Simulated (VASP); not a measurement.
Set up this calculation in VASP 6.6.1, as the native input.

* Task: relaxation of cell and atoms
* Functional: PBE
* Potentials or basis: VASP PAW PBE potentials, release 64 (Al, N)
* Cutoff: 600 eV
* k mesh: 15 × 15 × 15
* Occupations: fermi-dirac, width 0.1 eV
* Spin: no spin polarisation
* Target pressure: 51 GPa
* Dipole correction: no
* Further INCAR settings: ALGO = Normal; EDIFF = 1e-06; IBRION = 2; EDIFFG = -0.005; NSW = 32; ISIF = 3

The structure of AlN (CsCl type) lies in POSCAR:

```
AlN
1.0
    2.4593943833      0.0000000000      0.0000000000
    0.0000000000      2.4593943833      0.0000000000
    0.0000000000      0.0000000000      2.4593943833
Al N
1 1
Direct
    0.0000000000      0.0000000000      0.0000000000
    0.5000000000      0.5000000000      0.5000000000
```

The input as run:

INCAR

```
PREC = Accurate
ENCUT = 600
EDIFF = 1E-6
ISMEAR = -1
SIGMA = 0.1
LREAL = False
LASPH = True
NELM = 100
ALGO = Normal
ISIF = 3
LWAVE = False
LCHARG = False
GGA = PE
IBRION = 2
NSW = 32
EDIFFG = -0.005
PSTRESS = 510.0
```

KPOINTS

```
regular mesh
0
Gamma
  15 15 15
```

Potentials or basis: VASP PAW PBE potentials, release 64 (Al, N).

Run with:

```bash
$ cat potpaw_PBE.64/Al/POTCAR potpaw_PBE.64/N/POTCAR > POTCAR
$ mpirun -np 1 vasp_std > vasp.out
```

It gave:

The relaxed volume is 7.43 Å³/atom. The relaxed cell is a = 2.459 Å, b = 2.459 Å, c = 2.459 Å, α = 90.00°, β = 90.00°, γ = 90.00°. The space group after relaxing (to 0.1 Å) is Pm-3m (No. 221) and the energy change on relaxing (the run minimises the enthalpy) is +1.4 meV/atom. The ionic steps are 3. The pressure after relaxing is 51.0 GPa and the band gap on the k mesh is zero (bands 4 and 5 overlap by 1.03 eV).

Caveat: the cell is relaxed towards a set pressure, so the run minimises the enthalpy, not the energy.

Wall time 17 s on 1 thread of Intel Xeon 8259CL, with other jobs on the host, peak memory 0.13 GiB.
